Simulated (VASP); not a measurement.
# Sb in VASP: further runs, part 2 of 2

VASP 6.6.1.

### 5 Single point, PBE (volume scaled by 0.94)

File INCAR:

```
SYSTEM = Sb
PREC = Accurate
ENCUT = 520
EDIFF = 1E-6
ISMEAR = 0
SIGMA = 0.1
LREAL = .FALSE.
LASPH = .TRUE.
NELM = 80
ALGO = Normal
ISIF = 2
LWAVE = .FALSE.
LCHARG = .FALSE.
GGA = PE
NBANDS = 8
```

File KPOINTS:

```
regular mesh
0
G
  18 18 18
  0 0 0
```

File POSCAR:

```
Sb
1.0
    3.0460612963      0.0000000000      0.0000000000
    0.0000000000      3.0460612963      0.0000000000
    0.0000000000      0.0000000000      3.0460612963
Sb
1
Direct
    0.0000000000      0.0000000000      0.0000000000
```

Potentials or basis: VASP PAW PBE potentials, release 64 (Sb).

Launch:

```
$ cat potpaw_PBE.64/Sb/POTCAR > POTCAR
$ mpirun -np 1 vasp_std > vasp.out
```

OUTCAR:

```text
SYSTEM = Sb
   PREC = Accurate
   ENCUT = 520
   EDIFF = 1E-6
   ISMEAR = 0
   LREAL = .FALSE.
   LASPH = .TRUE.
   NELM = 80
   ISIF = 2
   GGA = PE

 ion  position               nearest neighbor table
   1  0.000  0.000  0.000-

  LATTYP: Found a simple cubic cell.
 ALAT       =     3.0460612963

  Lattice vectors:

 A1 = (   3.0460612963,   0.0000000000,   0.0000000000)
 A2 = (   0.0000000000,   3.0460612963,   0.0000000000)
 A3 = (   0.0000000000,   0.0000000000,   3.0460612963)

Analysis of symmetry for initial positions (statically):
=====================================================================
 Subroutine PRICEL returns:
 Original cell was already a primitive cell.

 Routine SETGRP: Setting up the symmetry group for a
 simple cubic supercell.

 Subroutine GETGRP returns: Found 48 space group operations
 (whereof 48 operations were pure point group operations)
 out of a pool of 48 trial point group operations.

The static configuration has the point symmetry O_h .

Analysis of symmetry for dynamics (positions and initial velocities):
=====================================================================
 Subroutine PRICEL returns:
 Original cell was already a primitive cell.

 Routine SETGRP: Setting up the symmetry group for a
 simple cubic supercell.

 Subroutine GETGRP returns: Found 48 space group operations
 (whereof 48 operations were pure point group operations)
 out of a pool of 48 trial point group operations.

The dynamic configuration has the point symmetry O_h .

 Subroutine INISYM returns: Found 48 space group operations
 (whereof 48 operations are pure point group operations),
 and found     1 'primitive' translations

----------------------------------------------------------------------------------------

                                     Primitive cell

  volume of cell :      28.2628

  direct lattice vectors                    reciprocal lattice vectors
     3.046061296  0.000000000  0.000000000     0.328292803  0.000000000  0.000000000
[... 101 lines left out ...]
   IALGO  =     38    algorithm
   IMIX   =      4    mixing-type and parameters
     AMIX     =   0.40;   BMIX     =  1.00
     AMIX_MAG =   1.60;   BMIX_MAG =  1.00
  volume/ion in A,a.u.               =      28.26       190.73
  Fermi-wavevector in a.u.,A,eV,Ry     =   0.919023  1.736701 11.491515  0.844603
  Thomas-Fermi vector in A             =   2.044170
   LORBIT       =      0    0 simple, 1 ext, 2 COOP (PROOUT), +10 PAW based schemes
   GGA     = PE    functional components
   LHFCALC =     F    Hartree Fock is set to
   AEXX    =    0.0000 exact exchange contribution
   IVDW    =     0    specifies the selected vdW correction
   LEPSILON=     F    determine dielectric tensor
   LRPA    =     F    only Hartree local field effects (RPA)
 non-spin polarized calculation
 Gauss-broadening in eV      SIGMA  =   0.10
  energy-cutoff  :      520.00
  volume of cell :       28.26
 maximum number of plane-waves:       776
 NGX is ok and might be reduce to    24
   NGX = 11   NGY = 11   NGZ = 11

 number of electron       4.9999999 magnetization

 Free energy of the ion-electron system (eV)
  ---------------------------------------------------
  ext. energy  EPLUGINS =         0.00000000
  ---------------------------------------------------
  free energy    TOTEN  =        -4.07301727 eV

  energy without entropy =       -4.07023388  energy(sigma->0) =       -4.07162558

 E-fermi :   7.8631     XC(G=0):  -9.8562

 val. band max:        7.8510086573   @ k =   0.1667   0.0556   0.0000
 cond. band min:       7.8649727567   @ k =   0.3889   0.3889   0.3333
 fundamental gap:      0.0139640994
 Fermi energy:         7.8631312565

 k-point     1 :       0.0000    0.0000    0.0000
  band No.  band energies     occupation
      1      -4.9818      2.00000
      2      11.2381      0.00000
      3      11.2381      0.00000
      4      11.2381      0.00000
      5      14.8060      0.00000
      6      14.8060      0.00000
      7      16.4291      0.00000
      8      25.7735      0.00000
[... 243 lines left out ...]
 k-point    24 :       0.3333    0.1111    0.0000
  band No.  band energies     occupation
      1      -3.1951      2.00000
      2       4.0488      2.00000
      3      10.7583      0.00000
      4      12.8934      0.00000
      5      16.6603      0.00000
      6      17.5839      0.00000
      7      19.4237      0.00000
      8      20.8919      0.00000

 [... further k-points ...]
[... 5 lines left out ...]
  --------------------------------------------------------------------------------------
  -------------------------------------------------------------------------------------
  Total        0.6979891      0.6979891      0.6979891     -0.0000000      0.0000000      0.0000000
  in kB       39.5679281     39.5679281     39.5679281     -0.0000000      0.0000000      0.0000000
  external PRESSURE =      39.5679281 kB  Pullay stress =       0.0000000 kB

 VOLUME and BASIS-vectors are now :
 -----------------------------------------------------------------------------
  energy-cutoff  :      520.00
  volume of cell :       28.26
      direct lattice vectors                 reciprocal lattice vectors
     3.046061296  0.000000000  0.000000000     0.328292803  0.000000000  0.000000000
     0.000000000  3.046061296  0.000000000     0.000000000  0.328292803  0.000000000
     0.000000000  0.000000000  3.046061296     0.000000000  0.000000000  0.328292803

 POSITION                                       TOTAL-FORCE (eV/Angst)
 -----------------------------------------------------------------------------------
      0.00000      0.00000      0.00000         0.000000      0.000000      0.000000
 -----------------------------------------------------------------------------------
    total drift:                                0.000000      0.000000      0.000000

  FREE ENERGIE OF THE ION-ELECTRON SYSTEM (eV)
  ---------------------------------------------------
  free  energy   TOTEN  =        -4.0730172680 eV

  energy  without entropy=       -4.0702338840  energy(sigma->0) =       -4.07162558
```

OSZICAR:

```text
N       E                     dE             d eps       ncg     rms          rms(c)
DAV:   1     0.560181530982E+01    0.56018E+01   -0.16666E+03  3528   0.410E+02
DAV:   2    -0.396000465271E+01   -0.95618E+01   -0.92895E+01  5088   0.532E+01
DAV:   3    -0.406890268252E+01   -0.10890E+00   -0.10868E+00  4064   0.652E+00
DAV:   4    -0.406937102249E+01   -0.46834E-03   -0.46834E-03  5456   0.518E-01
DAV:   5    -0.406937286007E+01   -0.18376E-05   -0.18380E-05  4384   0.204E-02    0.213E+00
DAV:   6    -0.407145738506E+01   -0.20845E-02   -0.54211E-04  5032   0.181E-01    0.128E+00
DAV:   7    -0.407296216450E+01   -0.15048E-02   -0.14061E-03  3904   0.283E-01    0.733E-02
DAV:   8    -0.407301349539E+01   -0.51331E-04   -0.54402E-05  4920   0.503E-02    0.638E-03
DAV:   9    -0.407301640900E+01   -0.29136E-05   -0.31568E-06  4344   0.112E-02    0.213E-03
DAV:  10    -0.407301740979E+01   -0.10008E-05   -0.54565E-07  4344   0.432E-03    0.552E-04
DAV:  11    -0.407301726795E+01    0.14183E-06   -0.69431E-09  2120   0.568E-04
   1 F= -.40730173E+01 E0= -.40716256E+01  d E =-.278338E-02
```

stdout:

```text
POSCAR found type information on POSCAR Sb
 POSCAR found :  1 types and       1 ions
 scaLAPACK will be used
 LDA part: xc-table for (Slater+PW92), standard interpolation
 POSCAR, INCAR and KPOINTS ok, starting setup
 FFT: planning ... GRIDC
 FFT: planning ... GRID_SOFT
 FFT: planning ... GRID
 WAVECAR not read
 entering main loop
```

Wall time 34 s (1 thread of Intel Xeon 8259CL, shared host); peak memory 0.17 GiB.

What came out:

* Free energy: -4.0730 eV
* Pressure: 4.0 GPa

Caveat: spin-orbit coupling is left out, which moves the levels of the heavy elements.

### 6 The runs side by side

| cell | k mesh | gap on the mesh (eV) | pressure (GPa) |
| --- | --- | --- | --- |
| a = 3.093, b = 3.093, c = 3.188 Å, 1 atom | 6 × 6 × 6 | none | -0.1 |
| a = 2.980 Å, 1 atom | 18 × 18 × 18 | none | 9.5 |
| a = 3.013 Å, 1 atom | 18 × 18 × 18 | none | 6.5 |
| a = 3.046 Å, 1 atom | 18 × 18 × 18 | none | 4.0 |

Alike in all rows: task single point; level PBE; potentials or basis VASP PAW PBE potentials, release 64 (Sb); no spin polarisation; cutoff (eV) 520; smearing gaussian 0.1 eV.

Caveats: spin-orbit coupling is left out, which moves the levels of the heavy elements.

Absolute energies hang on the potentials; compare differences alone.
